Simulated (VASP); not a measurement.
Set up this calculation in VASP 6.6.1, as the native input.

```yaml
Task: single point
Functional: revPBE
Potentials_or_basis: VASP PAW PBE potentials, release 64 (Mn_pv)
Cutoff: 520 eV
k_mesh: 13 × 13 × 13
Occupations: fermi-dirac, width 0.05 eV
Spin: collinear spin, antiferromagnetic start
Starting_moments: "[2.479, -2.479] μB"
Dipole_correction: no
Further_INCAR_settings: ALGO = Normal; EDIFF = 1e-07; NBANDS = 24
```

The structure of Mn lies in POSCAR:

```
Mn
1.0
    0.0000000000      2.4439819581      2.4439819581
    2.4439819581      0.0000000000      2.4439819581
    2.4439819581      2.4439819581      0.0000000000
Mn
2
Direct
    0.0000000000      0.0000000000      0.0000000000
    0.5000000000      0.5000000000      0.5000000000
```

This isn't the form of Mn at room conditions, which is a 58-atom cubic cell.

One way to write it, as run:

INCAR

```
ALGO = Normal
EDIFF = 1E-7
ENCUT = 520
GGA = RE
ISIF = 2
ISMEAR = -1
ISPIN = 2
LASPH = True
LCHARG = True
LELF = True
LMAXMIX = 4
LORBIT = 11
LREAL = False
LVHAR = True
LWAVE = False
MAGMOM = 2.479 -2.479
NBANDS = 24
NELM = 150
PREC = Accurate
SIGMA = 0.05
```

KPOINTS

```
k-points
0
Gamma
  13 13 13
```

Potentials or basis: VASP PAW PBE potentials, release 64 (Mn_pv).

Command:

```console
$ cat potpaw_PBE.64/Mn_pv/POTCAR > POTCAR
$ mpirun -np 1 vasp_std > vasp.out
```

Results of the run:

```
Pressure                                              : -2.1 GPa
Band gap on the k mesh                                : zero (filled and empty bands overlap)
Net moment                                            : 0.00 μB per cell
Site moments                                          : Mn +2.75, -2.75 μB
Valence electrons inside the program's atomic spheres : Mn 11.70
```

Caveat: the antiferromagnetic order is the one typed at the start, and another may lie lower; the PAW data sets were made with another functional, which shifts forces and pressure a little.

Wall time 62 s on 1 thread of Intel(R) Xeon(R) 6975P-C (Granite Rapids) (shared host), peak memory 0.22 GiB.
